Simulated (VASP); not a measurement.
# SrO (Fm-3m) in VASP: settings compared

SrO is run at these levels: PBE, PBEsol, PBE-based global hybrid; tasks: single point.

All numbers are computed with VASP 6.6.1; they aren't measurements. Logs are shortened: lines on timing, memory, paths and dates and some standing lists are left out, and cuts for length are marked.

## Step 1: The cell of the first run

Symmetry: Fm-3m, No. 225, cubic system. The conventional cell has a = 5.133 Å, b = 5.133 Å, c = 5.133 Å, α = 90.00°, β = 90.00°, γ = 90.00°. Sr (site symmetry m-3m) has 6 O at 2.57 Å within 3.4 Å. O (site symmetry m-3m) has 6 Sr at 2.57 Å within 3.4 Å.

## Step 2: Single point, PBE

Input file INCAR:

```
SYSTEM = SrO
  ALGO = Normal
  EDIFF = 1E-7
  ENCUT = 520
  GGA = PE
  ISIF = 2
  ISMEAR = -1
  LASPH = .True.
  LCHARG = .False.
  LREAL = .False.
  LWAVE = .False.
  NBANDS = 15
  NELM = 60
  PREC = Accurate
  SIGMA = 0.05
```

Input file KPOINTS:

```
k-points
0
Gamma
  6 6 6
  0 0 0
```

Input file POSCAR:

```
SrO
1.0
    0.0000000000      2.5663000000      2.5663000000
    2.5663000000      0.0000000000      2.5663000000
    2.5663000000      2.5663000000      0.0000000000
Sr O
1 1
Direct
    0.5000000000      0.5000000000      0.5000000000
    0.0000000000      0.0000000000      0.0000000000
```

Potentials or basis: VASP PAW PBE potentials, release 64 (Sr_sv, O).

Run with:

```console
> cat potpaw_PBE.64/Sr_sv/POTCAR potpaw_PBE.64/O/POTCAR > POTCAR
> mpirun -np 1 vasp_std > vasp.out
```

OUTCAR:

```text
SYSTEM = SrO
   EDIFF = 1E-7
   ENCUT = 520
   GGA = PE
   ISIF = 2
   ISMEAR = -1
   LASPH = .True.
   LREAL = .False.
   NELM = 60
   PREC = Accurate

 ion  position               nearest neighbor table
   1  0.500  0.500  0.500-   2 2.57   2 2.57   2 2.57   2 2.57   2 2.57   2 2.57
   2  0.000  0.000  0.000-   1 2.57   1 2.57   1 2.57   1 2.57   1 2.57   1 2.57

  LATTYP: Found a face centered cubic cell.
 ALAT       =     5.1326000000

  Lattice vectors:

 A1 = (   0.0000000000,   2.5663000000,   2.5663000000)
 A2 = (   2.5663000000,   0.0000000000,   2.5663000000)
 A3 = (   2.5663000000,   2.5663000000,   0.0000000000)

Analysis of symmetry for initial positions (statically):
=====================================================================
 Subroutine PRICEL returns:
 Original cell was already a primitive cell.

 Routine SETGRP: Setting up the symmetry group for a
 face centered cubic supercell.

 Subroutine GETGRP returns: Found 48 space group operations
[... 9 lines left out ...]

 Routine SETGRP: Setting up the symmetry group for a
 face centered cubic supercell.

 Subroutine GETGRP returns: Found 48 space group operations
[... 11 lines left out ...]
                                     Primitive cell

  volume of cell :      33.8028

  direct lattice vectors                    reciprocal lattice vectors
     0.000000000  2.566300000  2.566300000    -0.194833028  0.194833028  0.194833028
     2.566300000  0.000000000  2.566300000     0.194833028 -0.194833028  0.194833028
     2.566300000  2.566300000  0.000000000     0.194833028  0.194833028 -0.194833028

  length of vectors
     3.629296265  3.629296265  3.629296265     0.337460704  0.337460704  0.337460704

  position of ions in fractional coordinates (direct lattice)
     0.500000000  0.500000000  0.500000000
     0.000000000  0.000000000  0.000000000

  ion indices of the primitive-cell ions
   primitive index   ion index
                 1           1
                 2           2

----------------------------------------------------------------------------------------

 KPOINTS: k-points

Automatic generation of k-mesh.
 Grid dimensions read from file:
 generate k-points for:    6    6    6

 Generating k-lattice:

  Cartesian coordinates                     Fractional coordinates (reciprocal lattice)
    -0.032472171  0.032472171  0.032472171     0.166666667  0.000000000  0.000000000
     0.032472171 -0.032472171  0.032472171     0.000000000  0.166666667  0.000000000
     0.032472171  0.032472171 -0.032472171     0.000000000  0.000000000  0.166666667

  Length of vectors
     0.056243451  0.056243451  0.056243451

  Shift w.r.t. Gamma in fractional coordinates (k-lattice)
     0.000000000  0.000000000  0.000000000

 Subroutine IBZKPT returns following result:
 ===========================================

 Found     16 irreducible k-points:

 Following reciprocal coordinates:
            Coordinates               Weight
  0.000000  0.000000  0.000000      1.000000
  0.166667  0.000000  0.000000      8.000000
  0.333333  0.000000  0.000000      8.000000
  0.500000  0.000000  0.000000      4.000000
  0.166667  0.166667  0.000000      6.000000
  0.333333  0.166667  0.000000     24.000000
[... 8 lines left out ...]
 -0.333333  0.333333  0.166667     24.000000
 -0.333333  0.500000  0.166667     12.000000
   k-points           NKPTS =     16   k-points in BZ     NKDIM =     16   number of bands    NBANDS=     15
   number of dos      NEDOS =    301   number of ions     NIONS =      2
   total plane-waves  NPLWV =  21952
   dimension x,y,z NGX =    28 NGY =   28 NGZ =   28
   dimension x,y,z NGXF=    56 NGYF=   56 NGZF=   56
   ions per type =               1   1
   NGX,Y,Z   is equivalent  to a cutoff of  12.83, 12.83, 12.83 a.u.
   NGXF,Y,Z  is equivalent  to a cutoff of  25.65, 25.65, 25.65 a.u.
 SYSTEM =  SrO
   PREC   = accura    normal or accurate (medium, high low for compatibility)
   ISTART =      0    job   : 0-new  1-cont  2-samecut
   ICHARG =      2    charge: 1-file 2-atom 10-const
   ISPIN  =      1    spin polarized calculation?
   LNONCOLLINEAR =      F non collinear calculations
   LSORBIT =      F    spin-orbit coupling
   LASPH  =      T    aspherical Exc in radial PAW
   ENCUT  =  520.0 eV  38.22 Ry    6.18 a.u.   6.75  6.75  6.75*2*pi/ulx,y,z
   NELM   =     60;   NELMIN=  2; NELMDL= -5     # of ELM steps
   EDIFF  = 0.1E-06   stopping-criterion for ELM
   LREAL  =      F    real-space projection
   EDIFFG = 0.1E-05   stopping-criterion for IOM
   NSW    =      0    number of steps for IOM
   IBRION =     -1    ionic relax: 0-MD 1-quasi-New 2-CG
   NFREE  =      0    steps in history (QN), initial steepest desc. (CG)
   ISIF   =      2    stress and relaxation
   ISYM   =      2    0-nonsym 1-usesym 2-fastsym
   POTIM  = 0.5000    time-step for ionic-motion
   TEBEG  =    0.0;   TEEND  =   0.0 temperature during run
   PSTRESS=    0.0 pullay stress
   NELECT =      16.0000    total number of electrons
   NUPDOWN=      -1.0000    fix difference up-down
   EMIN   =  10.00;   EMAX   =-10.00  energy-range for DOS
   EFERMI =   0.00;   METHOD = LEGACY
   ISMEAR =    -1;   SIGMA  =   0.05  broadening in eV -4-tet -1-fermi 0-gaus
   EFERMI_NEDOS =   21; number of points for ismear=-14 and -15
   IALGO  =     38    algorithm
   IMIX   =      4    mixing-type and parameters
     AMIX     =   0.40;   BMIX     =  1.00
     AMIX_MAG =   1.60;   BMIX_MAG =  1.00
  volume/ion in A,a.u.               =      16.90       114.06
  Fermi-wavevector in a.u.,A,eV,Ry     =   1.275843  2.410995 22.147245  1.627777
  Thomas-Fermi vector in A             =   2.408533
   LORBIT       =      0    0 simple, 1 ext, 2 COOP (PROOUT), +10 PAW based schemes
   GGA     = PE    functional components
   LHFCALC =     F    Hartree Fock is set to
   AEXX    =    0.0000 exact exchange contribution
   IVDW    =     0    specifies the selected vdW correction
   LEPSILON=     F    determine dielectric tensor
   LRPA    =     F    only Hartree local field effects (RPA)
 non-spin polarized calculation
  energy-cutoff  :      520.00
  volume of cell :       33.80
 maximum number of plane-waves:       941
   NGX = 13   NGY = 13   NGZ = 13

 number of electron      15.9999996 magnetization

 Free energy of the ion-electron system (eV)
  ---------------------------------------------------
  ext. energy  EPLUGINS =         0.00000000
  ---------------------------------------------------
  free energy    TOTEN  =       -12.03693459 eV

  energy without entropy =      -12.03693459  energy(sigma->0) =      -12.03693459

 E-fermi :   2.8472     XC(G=0): -10.0522

 val. band max:        1.6898381279   @ k =   0.0000   0.0000   0.0000
 cond. band min:       4.9510929058   @ k =   0.5000   0.5000   0.0000
 fundamental gap:      3.2612547779
 Fermi energy:         2.8471819033

 k-point     1 :       0.0000    0.0000    0.0000
  band No.  band energies     occupation
      1     -30.6805      2.00000
      2     -13.4078      2.00000
      3     -12.3126      2.00000
      4     -12.3126      2.00000
      5     -12.3126      2.00000
      6       1.6898      2.00000
      7       1.6898      2.00000
      8       1.6898      2.00000
      9       5.7123      0.00000
     10       7.9122      0.00000
     11       7.9122      0.00000
     12       7.9122      0.00000
     13      10.0917      0.00000
     14      10.0917      0.00000
     15      14.4287      0.00000

 k-point     2 :       0.1667    0.0000    0.0000
  band No.  band energies     occupation
      1     -30.6456      2.00000
      2     -13.9706      2.00000
      3     -12.3336      2.00000
      4     -12.3336      2.00000
      5     -11.8350      2.00000
      6       0.9656      2.00000
      7       1.3580      2.00000
      8       1.3580      2.00000
      9       6.8661      0.00000
     10       7.7143      0.00000
     11       8.4494      0.00000
     12       8.4494      0.00000
     13      10.7954      0.00000
     14      10.7954      0.00000
     15      16.0918      0.00000

 k-point     3 :       0.3333    0.0000    0.0000
  band No.  band energies     occupation
      1     -30.5748      2.00000
      2     -14.6652      2.00000
      3     -12.3749      2.00000
      4     -12.3749      2.00000
      5     -11.3118      2.00000
      6      -0.0675      2.00000
      7       0.7907      2.00000
      8       0.7907      2.00000
      9       7.9004      0.00000
     10       9.0164      0.00000
     11       9.7507      0.00000
     12       9.7507      0.00000
     13      12.3727      0.00000
     14      12.3727      0.00000
     15      17.6185      0.00000

 k-point     4 :       0.5000    0.0000    0.0000
  band No.  band energies     occupation
      1     -30.5387      2.00000
      2     -14.9402      2.00000
      3     -12.3951      2.00000
      4     -12.3951      2.00000
      5     -11.1225      2.00000
      6      -0.4909      2.00000
      7       0.5417      2.00000
      8       0.5417      2.00000
      9       8.2659      0.00000
     10      10.1909      0.00000
     11      10.5680      0.00000
     12      10.5680      0.00000
     13      13.6570      0.00000
     14      13.6570      0.00000
     15      16.5595      0.00000
[... 163 lines left out ...]
 k-point    14 :       0.5000    0.3333    0.1667
  band No.  band energies     occupation
      1     -30.5300      2.00000
      2     -14.4115      2.00000
      3     -12.7365      2.00000
      4     -12.5655      2.00000
      5     -11.6543      2.00000
      6       0.3470      2.00000
      7       0.8541      2.00000
      8       1.3306      2.00000
      9       6.7521      0.00000
     10       8.9572      0.00000
     11      10.5309      0.00000
     12      11.1534      0.00000
     13      12.5407      0.00000
     14      13.8328      0.00000
     15      16.1133      0.00000

 k-point    15 :      -0.3333    0.3333    0.1667
  band No.  band energies     occupation
      1     -30.5068      2.00000
      2     -14.3991      2.00000
      3     -12.8536      2.00000
      4     -12.7066      2.00000
      5     -11.6242      2.00000
      6       0.3547      2.00000
      7       1.0149      2.00000
      8       1.0786      2.00000
      9       7.9163      0.00000
     10       8.0436      0.00000
     11      10.7175      0.00000
     12      11.8271      0.00000
     13      13.1886      0.00000
     14      14.7470      0.00000
     15      15.4619      0.00000

 k-point    16 :      -0.3333    0.5000    0.1667
  band No.  band energies     occupation
      1     -30.4965      2.00000
      2     -13.9709      2.00000
      3     -13.1432      2.00000
      4     -12.8425      2.00000
      5     -11.9131      2.00000
      6       0.8000      2.00000
      7       1.2355      2.00000
      8       1.3548      2.00000
      9       6.3428      0.00000
     10       9.2986      0.00000
     11      10.1908      0.00000
     12      12.7350      0.00000
     13      12.8381      0.00000
     14      14.7335      0.00000
     15      15.2424      0.00000

------------------------ aborting loop because EDIFF is reached ----------------------------------------

  FORCE on cell =-STRESS in cart. coord.  units (eV):
  Direction    XX          YY          ZZ          XY          YZ          ZX
  --------------------------------------------------------------------------------------
  -------------------------------------------------------------------------------------
  Total        0.8274977      0.8274977      0.8274977      0.0000000      0.0000000     -0.0000000
  in kB       39.2215819     39.2215819     39.2215819      0.0000000      0.0000000     -0.0000000
  external PRESSURE =      39.2215819 kB  Pullay stress =       0.0000000 kB

 VOLUME and BASIS-vectors are now :
 -----------------------------------------------------------------------------
  energy-cutoff  :      520.00
  volume of cell :       33.80
      direct lattice vectors                 reciprocal lattice vectors
     0.000000000  2.566300000  2.566300000    -0.194833028  0.194833028  0.194833028
     2.566300000  0.000000000  2.566300000     0.194833028 -0.194833028  0.194833028
     2.566300000  2.566300000  0.000000000     0.194833028  0.194833028 -0.194833028

 POSITION                                       TOTAL-FORCE (eV/Angst)
 -----------------------------------------------------------------------------------
      2.56630      2.56630      2.56630        -0.000000     -0.000000      0.000000
      0.00000      0.00000      0.00000         0.000000      0.000000     -0.000000
 -----------------------------------------------------------------------------------
    total drift:                                0.000000      0.000000      0.000000

  FREE ENERGIE OF THE ION-ELECTRON SYSTEM (eV)
  ---------------------------------------------------
  free  energy   TOTEN  =       -12.0369345921 eV

  energy  without entropy=      -12.0369345921  energy(sigma->0) =      -12.03693459
```

Run time: 18 s. Hardware: 1 thread of Intel Xeon 8259CL, shared host; peak memory 0.16 GiB.

Results:

- Free energy: -12.0369 eV
- Pressure: 3.9 GPa
- Band gap on the k mesh: 3.26 eV, indirect (least direct gap 3.35 eV)

Levels at points of the mesh, in eV from the valence-band top:
```csv
k point,band 6,band 7,band 8,band 9,band 10,band 11
"(0.00, 0.00, 0.00)",0.00,0.00,0.00,4.02,6.22,6.22
"(0.50, 0.00, 0.00)",-2.18,-1.15,-1.15,6.58,8.50,8.88
"(0.50, 0.50, 0.00)",-0.42,-0.08,-0.08,3.26,7.85,10.21
```

A k mesh can miss the band edges. Expect the measured gap to be larger: semilocal functionals such as PBE lack the derivative discontinuity.

(Part 1 of 2 ends here.)
